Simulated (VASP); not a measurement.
Input of a VASP 6.6.1 run:

The input POSCAR:

```
Fe
1.0
    0.0000000000     -1.9417396906      1.9651051623
    0.0000000000      1.9417396906      1.9651051623
   -2.9968794198      0.0000000000      0.0000000000
Fe
2
Direct
    0.0000000000      0.0000000000      0.0000000000
    0.5000000000      0.5000000000      0.5000000000
```

INCAR.step1

```
SYSTEM = Fe
  PREC = Accurate
  ENCUT = 520
  ISMEAR = -1
  SIGMA = 0.1
  LREAL = .FALSE.
  LASPH = .TRUE.
  NELM = 150
  ISPIN = 2
  MAGMOM = 3 3
  LMAXMIX = 4
  NBANDS = 19
  GGA = PE
  ALGO = Normal
  EDIFF = 1E-4
  LWAVE = .TRUE.
  LCHARG = .FALSE.
```

Contents of INCAR.step2:

```
SYSTEM = Fe
  PREC = Accurate
  ENCUT = 520
  EDIFF = 1E-6
  ISMEAR = -1
  SIGMA = 0.1
  LREAL = .FALSE.
  LASPH = .TRUE.
  NELM = 150
  ALGO = Normal
  ISIF = 2
  LWAVE = .FALSE.
  LCHARG = .FALSE.
  ISPIN = 2
  MAGMOM = 3 3
  LORBIT = 11
  LMAXMIX = 4
  METAGGA = R2SCAN
  LMIXTAU = .TRUE.
  NBANDS = 19
  ISTART = 1
```

Contents of KPOINTS:

```
regular mesh
0
G
  9 9 9
  0 0 0
```

Potentials or basis: VASP PAW PBE potentials, release 64 (Fe).

Command:

```bash
$ cat potpaw_PBE.64/Fe/POTCAR > POTCAR
$ cp INCAR.step1 INCAR
$ mpirun -np 1 vasp_std > vasp.out
$ cp INCAR.step2 INCAR
$ mpirun -np 1 vasp_std > vasp.out
```

**Question.** Predict the site moments.

**Answer.** Fe +2.69 μB.

**Question.** What does it give for the net moment?

**Answer.** 5.28 μB per cell.

**Question.** Estimate the pressure.

**Answer.** 6.2 GPa.

Stress tensor (GPa, compression positive):
```
2.22 0.00 0.00
0.00 8.76 0.00
0.00 0.00 7.53
```

Caveat: the PAW data sets were made with another functional, which shifts forces and pressure a little.
